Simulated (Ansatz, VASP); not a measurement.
# One calculation of WSe4, two programs

File INCAR:

```
PREC     = Accurate       # precision mode
ENCUT    = 600            # plane-wave cutoff, eV
EDIFF    = 1E-7           # SCF threshold, eV
ISMEAR   = 0              # smearing method
SIGMA    = 0.1            # smearing width, eV
LREAL    = F              # projectors in reciprocal space
LASPH    = T              # aspherical terms in the spheres
NELM     = 100            # most SCF steps
ALGO     = Normal         # electronic algorithm
ISIF     = 3              # what is computed and relaxed
LWAVE    = F              # write WAVECAR
LCHARG   = F              # write CHGCAR
GGA      = PE             # functional
IBRION   = 2              # ionic algorithm
NSW      = 100            # ionic steps
EDIFFG   = -0.01          # ionic threshold
```

Contents of KPOINTS:

```
Automatic mesh
0
Gamma
  8 8 8
```

The input POSCAR:

```
WSe4
1.0
   -3.5218621097      3.5218621097      3.5218621097
    3.5218621097     -3.5218621097      3.5218621097
    3.5218621097      3.5218621097     -3.5218621097
W Se
1 4
Direct
    0.0000000000      0.0000000000      0.0000000000
    0.0000000000      0.6182296900      0.0000000000
    0.3817703100      0.3817703100      0.3817703100
    0.0000000000      0.0000000000      0.6182296900
    0.6182296900      0.0000000000      0.0000000000
```

Input for Ansatz:

```yaml
crystal:
  lattice:
    - [-3.5218621097, 3.5218621097, 3.5218621097]
    - [3.5218621097, -3.5218621097, 3.5218621097]
    - [3.5218621097, 3.5218621097, -3.5218621097]
  atoms:
    - { symbol: W, position: [0.0, 0.0, 0.0] }
    - { symbol: Se, position: [0.0, 0.61822969, 0.0] }
    - { symbol: Se, position: [0.38177031, 0.38177031, 0.38177031] }
    - { symbol: Se, position: [0.0, 0.0, 0.61822969] }
    - { symbol: Se, position: [0.61822969, 0.0, 0.0] }
basis:
  ecutwfc: 420
kpoints:
  mp_grid: { grid: [8, 8, 8] }
hamiltonian:
  xc: pbe
scf:
  occupations: { method: gaussian, width: 0.1 }
output:
  forces: true
  stress: true
  eigenvalues: true
  write_density: true
  write_potential: true
  elf: true
  volumetric_format: npy
relax:
  adjacent_minimum: "off"
  f_tol: 0.01
  max_steps: 80
  cell: { stress_tol: 0.05 }
```

Change from the starting cell: species swapped into the GeF4 type (I-43m, No. 217).

Alike in both runs: task relaxation of cell and atoms; functional PBE; k mesh 8 × 8 × 8; occupations gaussian, width 0.1 eV; no spin polarisation.

```csv
,VASP,Ansatz
version,VASP 6.6.1,Ansatz 0.2.0
potentials or method,"VASP PAW PBE potentials, release 64 (W_sv, Se), cutoff 600 eV","scalar-relativistic, plane waves, PAW"
valence electrons in the cell,38,78
```

```csv
,VASP,Ansatz,Ansatz less VASP
"gap on the k mesh at the Fermi level, each at its own relaxed structure (eV)",none,none,-
relaxed volume (Å³/atom),35.06,34.96,-0.101
relaxed cell length with the largest relative difference (Å),6.107,6.101,-0.0059
```

A gap of «none» marks a metal or a gap that the smearing closes. VASP's potentials hold 38 valence electrons a cell and Ansatz's 78, so a difference there can come from the potentials and not from the codes.

Spin-orbit coupling is off throughout.
